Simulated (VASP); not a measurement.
A run of VASP 6.6.1 is set up as follows.

Contents of INCAR:

```
ALGO = Fast
EDIFF = 1E-6
ENCUT = 520
GGA = PS
ISIF = 2
ISMEAR = 0
LASPH = True
LCHARG = True
LELF = True
LREAL = False
LVHAR = True
LWAVE = False
NBANDS = 17
NELM = 60
PREC = Accurate
SIGMA = 0.15
```

Contents of KPOINTS:

```
k-points
0
Gamma
  24 24 12
```

The input POSCAR:

```
Pt
1.0
    2.7161309633      0.0000000000      0.0000000000
   -1.3580654817      2.3522384143      0.0000000000
    0.0000000000      0.0000000000      4.9505693977
Pt
2
Direct
    0.6666666667      0.3333333333      0.7500000000
    0.3333333333      0.6666666667      0.2500000000
```

Potentials or basis: VASP PAW PBE potentials, release 64 (Pt).

The run is started by

```console
$ cat potpaw_PBE.64/Pt/POTCAR > POTCAR
$ mpirun -np 1 vasp_std > vasp.out
```

Problem. What does it give for the band gap on the k mesh?

Solution. Zero (bands 10 and 11 overlap by 1.40 eV).

Problem. What does it give for the pressure?

Solution. -9.2 GPa.

Stress tensor (GPa, compression positive):
```
 -5.89   0.00   0.00
  0.00  -5.89   0.00
  0.00   0.00 -15.86
```

Caveat: the cell stands under tension; the PAW data sets were made with another functional, which shifts forces and pressure a little; spin-orbit coupling is left out, which moves the levels of the heavy elements.
